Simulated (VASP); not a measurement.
# Te2Mo in VASP: single point with PBEsol

Aim: the single point of Te2Mo with PBEsol.

Everything below comes from runs of VASP 6.6.1. Logs are shortened: lines on timing, memory, paths and dates and some standing lists are left out, and cuts for length are marked.

## Step 1: The cell of the first run

The cell holds a slab with vacuum, 6 atoms: a = 3.560 Å, b = 3.560 Å, c = 24.811 Å, α = 90.00°, β = 90.00°, γ = 120.00°.

## Step 2: Single point, PBEsol

Input file INCAR:

```
SYSTEM = Te2Mo
PREC = Accurate
ENCUT = 500
EDIFF = 1E-6
ISMEAR = -1
SIGMA = 0.1
LREAL = .FALSE.
LASPH = .TRUE.
NELM = 120
ALGO = Normal
ISIF = 2
LWAVE = .FALSE.
LCHARG = .TRUE.
GGA = PS
LELF = .TRUE.
LVHAR = .TRUE.
NBANDS = 35
GGA_COMPAT = .FALSE.
```

Input file KPOINTS:

```
regular mesh
0
G
  8 8 1
  0 0 0
```

Input file POSCAR:

```
Te2Mo
1.0
    3.5603917400      0.0000000000      0.0000000000
   -1.7801958700      3.0833896900      0.0000000000
    0.0000000000      0.0000000000     24.8112624000
Te Mo
4 2
Direct
    0.3333333300      0.6666666700      0.0793711400
    0.6666666700      0.3333333300      0.7763605200
    0.6666666700      0.3333333300      0.9206288600
    0.3333333300      0.6666666700      0.2236394800
    0.3333333300      0.6666666700      0.8484585100
    0.6666666700      0.3333333300      0.1515414900
```

Potentials or basis: VASP PAW PBE potentials, release 64 (Te, Mo_sv).

Command:

```console
$ cat potpaw_PBE.64/Te/POTCAR potpaw_PBE.64/Mo_sv/POTCAR > POTCAR
$ mpirun -np 1 vasp_std > vasp.out
```

OUTCAR:

```text
SYSTEM = Te2Mo
   PREC = Accurate
   ENCUT = 500
   EDIFF = 1E-6
   ISMEAR = -1
   LREAL = .FALSE.
   LASPH = .TRUE.
   NELM = 120
   ISIF = 2
   GGA = PS

 ion  position               nearest neighbor table
   1  0.333  0.667  0.079-   6 2.73   6 2.73   6 2.73   4 3.58
   2  0.667  0.333  0.776-   5 2.72   5 2.72   5 2.72   3 3.58
   3  0.667  0.333  0.921-   5 2.73   5 2.73   5 2.73   2 3.58
   4  0.333  0.667  0.224-   6 2.72   6 2.72   6 2.72   1 3.58
   5  0.333  0.667  0.848-   2 2.72   2 2.72   2 2.72   3 2.73   3 2.73   3 2.73
   6  0.667  0.333  0.152-   4 2.72   4 2.72   4 2.72   1 2.73   1 2.73   1 2.73

  LATTYP: Found a hexagonal cell.
 ALAT       =     3.5603917400
 C/A-ratio  =     6.9686889005

  Lattice vectors:

 A1 = (   3.5603917400,   0.0000000000,   0.0000000000)
 A2 = (  -1.7801958700,   3.0833896900,   0.0000000000)
 A3 = (   0.0000000000,   0.0000000000,  24.8112624000)

Analysis of symmetry for initial positions (statically):
=====================================================================
 Subroutine PRICEL returns:
 Original cell was already a primitive cell.

 Routine SETGRP: Setting up the symmetry group for a
 hexagonal supercell.

 Subroutine GETGRP returns: Found 12 space group operations
 (whereof 12 operations were pure point group operations)
 out of a pool of 24 trial point group operations.

The static configuration has the point symmetry D_3d.

Analysis of symmetry for dynamics (positions and initial velocities):
=====================================================================
 Subroutine PRICEL returns:
 Original cell was already a primitive cell.

 Routine SETGRP: Setting up the symmetry group for a
 hexagonal supercell.

 Subroutine GETGRP returns: Found 12 space group operations
 (whereof 12 operations were pure point group operations)
 out of a pool of 24 trial point group operations.

The dynamic configuration has the point symmetry D_3d.

 Subroutine INISYM returns: Found 12 space group operations
 (whereof 12 operations are pure point group operations),
 and found     1 'primitive' translations

----------------------------------------------------------------------------------------

                                     Primitive cell

  volume of cell :     272.3799

  direct lattice vectors                    reciprocal lattice vectors
     3.560391740  0.000000000  0.000000000     0.280867970  0.162159198  0.000000000
    -1.780195870  3.083389690  0.000000000     0.000000000  0.324318396  0.000000000
     0.000000000  0.000000000 24.811262400     0.000000000  0.000000000  0.040304277

  length of vectors
     3.560391740  3.560391736 24.811262400     0.324318396  0.324318396  0.040304277

  position of ions in fractional coordinates (direct lattice)
     0.333333330  0.666666670  0.079371140
     0.666666670  0.333333330  0.776360520
     0.666666670  0.333333330  0.920628860
     0.333333330  0.666666670  0.223639480
     0.333333330  0.666666670  0.848458510
     0.666666670  0.333333330  0.151541490

  ion indices of the primitive-cell ions
   primitive index   ion index
                 1           1
                 2           2
                 3           3
                 4           4
                 5           5
                 6           6

----------------------------------------------------------------------------------------

 KPOINTS: regular mesh

Automatic generation of k-mesh.
 Grid dimensions read from file:
 generate k-points for:    8    8    1

 Generating k-lattice:

  Cartesian coordinates                     Fractional coordinates (reciprocal lattice)
     0.035108496  0.020269900  0.000000000     0.125000000  0.000000000  0.000000000
     0.000000000  0.040539800  0.000000000     0.000000000  0.125000000  0.000000000
     0.000000000  0.000000000  0.040304277     0.000000000  0.000000000  1.000000000

  Length of vectors
     0.040539800  0.040539800  0.040304277

  Shift w.r.t. Gamma in fractional coordinates (k-lattice)
     0.000000000  0.000000000  0.000000000

 Subroutine IBZKPT returns following result:
 ===========================================

 Found     10 irreducible k-points:

 Following reciprocal coordinates:
            Coordinates               Weight
  0.000000  0.000000  0.000000      1.000000
  0.125000  0.000000  0.000000      6.000000
  0.250000  0.000000  0.000000      6.000000
  0.375000 -0.000000  0.000000      6.000000
  0.500000  0.000000  0.000000      3.000000
  0.125000  0.125000  0.000000      6.000000
  0.250000  0.125000  0.000000     12.000000
  0.375000  0.125000  0.000000     12.000000
  0.250000  0.250000  0.000000      6.000000
  0.375000  0.250000  0.000000      6.000000
   k-points           NKPTS =     10   k-points in BZ     NKDIM =     10   number of bands    NBANDS=     35
   number of dos      NEDOS =    301   number of ions     NIONS =      6
   total plane-waves  NPLWV = 150528
   dimension x,y,z NGX =    28 NGY =   28 NGZ =  192
   dimension x,y,z NGXF=    56 NGYF=   56 NGZF=  384
   ions per type =               4   2
   NGX,Y,Z   is equivalent  to a cutoff of  13.07, 13.07, 12.86 a.u.
   NGXF,Y,Z  is equivalent  to a cutoff of  26.15, 26.15, 25.73 a.u.
 SYSTEM =  Te2Mo
   PREC   = accura    normal or accurate (medium, high low for compatibility)
   ISTART =      0    job   : 0-new  1-cont  2-samecut
   ICHARG =      2    charge: 1-file 2-atom 10-const
   ISPIN  =      1    spin polarized calculation?
   LNONCOLLINEAR =      F non collinear calculations
   LSORBIT =      F    spin-orbit coupling
   LASPH  =      T    aspherical Exc in radial PAW
   ENCUT  =  500.0 eV  36.75 Ry    6.06 a.u.   6.49  6.49 45.24*2*pi/ulx,y,z
   NELM   =    120;   NELMIN=  2; NELMDL= -5     # of ELM steps
   EDIFF  = 0.1E-05   stopping-criterion for ELM
   LREAL  =      F    real-space projection
   EDIFFG = 0.1E-04   stopping-criterion for IOM
   NSW    =      0    number of steps for IOM
   IBRION =     -1    ionic relax: 0-MD 1-quasi-New 2-CG
   NFREE  =      0    steps in history (QN), initial steepest desc. (CG)
   ISIF   =      2    stress and relaxation
   ISYM   =      2    0-nonsym 1-usesym 2-fastsym
   POTIM  = 0.5000    time-step for ionic-motion
   TEBEG  =    0.0;   TEEND  =   0.0 temperature during run
   PSTRESS=    0.0 pullay stress
   NELECT =      52.0000    total number of electrons
   NUPDOWN=      -1.0000    fix difference up-down
   EMIN   =  10.00;   EMAX   =-10.00  energy-range for DOS
   EFERMI =   0.00;   METHOD = LEGACY
   ISMEAR =    -1;   SIGMA  =   0.10  broadening in eV -4-tet -1-fermi 0-gaus
   EFERMI_NEDOS =   21; number of points for ismear=-14 and -15
   IALGO  =     38    algorithm
   IMIX   =      4    mixing-type and parameters
     AMIX     =   0.40;   BMIX     =  1.00
     AMIX_MAG =   1.60;   BMIX_MAG =  1.00
  volume/ion in A,a.u.               =      45.40       306.35
  Fermi-wavevector in a.u.,A,eV,Ry     =   0.942651  1.781352 12.090013  0.888591
  Thomas-Fermi vector in A             =   2.070281
   LORBIT       =      0    0 simple, 1 ext, 2 COOP (PROOUT), +10 PAW based schemes
   GGA     = PS    functional components
   LHFCALC =     F    Hartree Fock is set to
   AEXX    =    0.0000 exact exchange contribution
   IVDW    =     0    specifies the selected vdW correction
   LEPSILON=     F    determine dielectric tensor
   LRPA    =     F    only Hartree local field effects (RPA)
 non-spin polarized calculation
  energy-cutoff  :      500.00
  volume of cell :      272.38
 maximum number of plane-waves:      7003
 NGX is ok and might be reduce to    28
   NGX = 13   NGY = 13   NGZ = 91

 number of electron      52.0000000 magnetization

 Free energy of the ion-electron system (eV)
  ---------------------------------------------------
  ext. energy  EPLUGINS =         0.00000000
  ---------------------------------------------------
  free energy    TOTEN  =       -39.22799274 eV

  energy without entropy =      -39.22584915  energy(sigma->0) =      -39.22692095

 E-fermi :   2.5855     XC(G=0):  -6.3792

 val. band max:        1.9871026540   @ k =   0.3750   0.2500   0.0000
 cond. band min:       3.2155102806   @ k =   0.3750   0.2500   0.0000
 fundamental gap:      1.2284076266
 Fermi energy:         2.5855184673

 k-point     1 :       0.0000    0.0000    0.0000
  band No.  band energies     occupation
      1     -58.5201      2.00000
      2     -58.5201      2.00000
      3     -32.6928      2.00000
      4     -32.6928      2.00000
      5     -32.5937      2.00000
      6     -32.5937      2.00000
[... 27 lines left out ...]
     34       5.4462      0.00000
     35       6.4467      0.00000

 k-point     2 :       0.1250    0.0000    0.0000
  band No.  band energies     occupation
      1     -58.5189      2.00000
      2     -58.5189      2.00000
      3     -32.6890      2.00000
      4     -32.6890      2.00000
      5     -32.6108      2.00000
      6     -32.6108      2.00000
[... 27 lines left out ...]
     34       5.3294      0.00000
     35       6.7443      0.00000

 k-point     3 :       0.2500    0.0000    0.0000
  band No.  band energies     occupation
      1     -58.5159      2.00000
      2     -58.5159      2.00000
      3     -32.6799      2.00000
      4     -32.6799      2.00000
      5     -32.6519      2.00000
      6     -32.6519      2.00000
[... 27 lines left out ...]
     34       5.6328      0.00000
     35       7.3767      0.00000
[... 191 lines left out ...]
 k-point     9 :       0.2500    0.2500    0.0000
  band No.  band energies     occupation
      1     -58.5117      2.00000
      2     -58.5117      2.00000
      3     -32.6881      2.00000
      4     -32.6881      2.00000
      5     -32.6670      2.00000
      6     -32.6670      2.00000
[... 27 lines left out ...]
     34       5.9738      0.00000
     35       7.3870      0.00000

 k-point    10 :       0.3750    0.2500    0.0000
  band No.  band energies     occupation
      1     -58.5109      2.00000
      2     -58.5109      2.00000
      3     -32.6898      2.00000
      4     -32.6898      2.00000
      5     -32.6643      2.00000
      6     -32.6643      2.00000
[... 27 lines left out ...]
     34       6.0544      0.00000
     35       6.7448      0.00000

------------------------ aborting loop because EDIFF is reached ----------------------------------------

  FORCE on cell =-STRESS in cart. coord.  units (eV):
  Direction    XX          YY          ZZ          XY          YZ          ZX
  --------------------------------------------------------------------------------------
  -------------------------------------------------------------------------------------
  Total       -3.1217458     -3.1217458     -1.2826842      0.0000000      0.0000000     -0.0000000
  in kB      -18.3625528    -18.3625527     -7.5449311      0.0000000      0.0000000     -0.0000000
  external PRESSURE =     -14.7566789 kB  Pullay stress =       0.0000000 kB

 VOLUME and BASIS-vectors are now :
 -----------------------------------------------------------------------------
  energy-cutoff  :      500.00
  volume of cell :      272.38
      direct lattice vectors                 reciprocal lattice vectors
     3.560391740  0.000000000  0.000000000     0.280867970  0.162159198  0.000000000
    -1.780195870  3.083389690  0.000000000     0.000000000  0.324318396  0.000000000
     0.000000000  0.000000000 24.811262400     0.000000000  0.000000000  0.040304277

 POSITION                                       TOTAL-FORCE (eV/Angst)
 -----------------------------------------------------------------------------------
     -0.00000      2.05559      1.96930         0.000000     -0.000000      0.073543
      1.78020      1.02780     19.26248        -0.000000      0.000000      0.136132
      1.78020      1.02780     22.84196        -0.000000      0.000000     -0.073543
     -0.00000      2.05559      5.54878         0.000000     -0.000000     -0.136132
     -0.00000      2.05559     21.05133        -0.000000      0.000000      0.005992
      1.78020      1.02780      3.75994        -0.000000     -0.000000     -0.005992
 -----------------------------------------------------------------------------------
    total drift:                               -0.000000     -0.000000      0.000000

  FREE ENERGIE OF THE ION-ELECTRON SYSTEM (eV)
  ---------------------------------------------------
  free  energy   TOTEN  =       -39.2279927401 eV

  energy  without entropy=      -39.2258491522  energy(sigma->0) =      -39.22692095
```

Wall time 3.5 min (1 thread of Intel Xeon 8259CL, shared host); peak memory 0.42 GiB.

Results:

```yaml
Free_energy: -39.2280 eV
Largest_force: 0.136 eV/Å
Band_gap_on_the_k_mesh: 1.23 eV
```

Forces in eV/Å, atoms in the order of the input:
```
Te   0.000  0.000  0.074
Te   0.000  0.000  0.136
Te   0.000  0.000 -0.074
Te   0.000  0.000 -0.136
Mo   0.000  0.000  0.006
Mo   0.000  0.000 -0.006
```

Caveat: there is no dipole correction, which matters where the two faces differ; the PAW data sets were made with another functional, which shifts forces and pressure a little; spin-orbit coupling is left out, which moves the levels of the heavy elements.
